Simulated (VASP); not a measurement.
Set up this calculation in VASP 6.6.1, as the native input.

```yaml
Task: single point
Functional: LDA
Potentials_or_basis: VASP PAW LDA potentials, release 64 (Cr_pv)
Cutoff: 520 eV
k_mesh: 6 × 10 × 6
Occupations: fermi-dirac, width 0.03 eV
Spin: collinear spin, ferromagnetic start
Starting_moments: "[3.0, 3.0, 3.0, 3.0] μB"
Dipole_correction: no
Further_INCAR_settings: ALGO = Normal; EDIFF = 1e-07; NBANDS = 36
```

The structure of Cr lies in POSCAR:

```
Cr
1.0
    0.0000000000      0.0000000000      4.4100000000
    2.7140000000      0.0000000000      0.0000000000
    0.0000000000      4.7007858918      0.0000000000
Cr
4
Direct
    0.2500000000      1.0000000000      0.3333333334
    0.2500000000      0.5000000000      0.8333333334
    0.7500000000      0.5000000000      0.1666666666
    0.7500000000      0.0000000000      0.6666666666
```

This isn't the form of Cr at room conditions, which is bcc.

These files were run (other wordings do the same):

INCAR

```
PREC = Accurate
ENCUT = 520
EDIFF = 1E-7
ISMEAR = -1
SIGMA = 0.03
LREAL = F
LASPH = T
NELM = 150
ALGO = Normal
ISIF = 2
LWAVE = F
LCHARG = F
ISPIN = 2
MAGMOM = 3 3 3 3
LORBIT = 11
LMAXMIX = 4
GGA = CA
NBANDS = 36
```

KPOINTS

```
Automatic mesh
0
Gamma
  6 10 6
```

Potentials or basis: VASP PAW LDA potentials, release 64 (Cr_pv).

The run is started by

```bash
$ cat potpaw_LDA.64/Cr_pv/POTCAR > POTCAR
$ mpirun -np 1 vasp_std > vasp.out
```

It gave:

| Quantity | Value |
| --- | --- |
| Pressure | -39.1 GPa |
| Largest force | 0.011 eV/Å |
| Net moment | 0.33 μB per cell |
| Site moments | Cr +0.08 μB |
| Valence electrons inside the program's atomic spheres | Cr 10.73 |

Caveat: the stress differs along the axes, from -42 to -33 GPa.

Wall time 5.4 min on 1 thread of Intel(R) Xeon(R) Platinum 8488C (Sapphire Rapids), with other jobs on the host, peak memory 0.34 GiB.
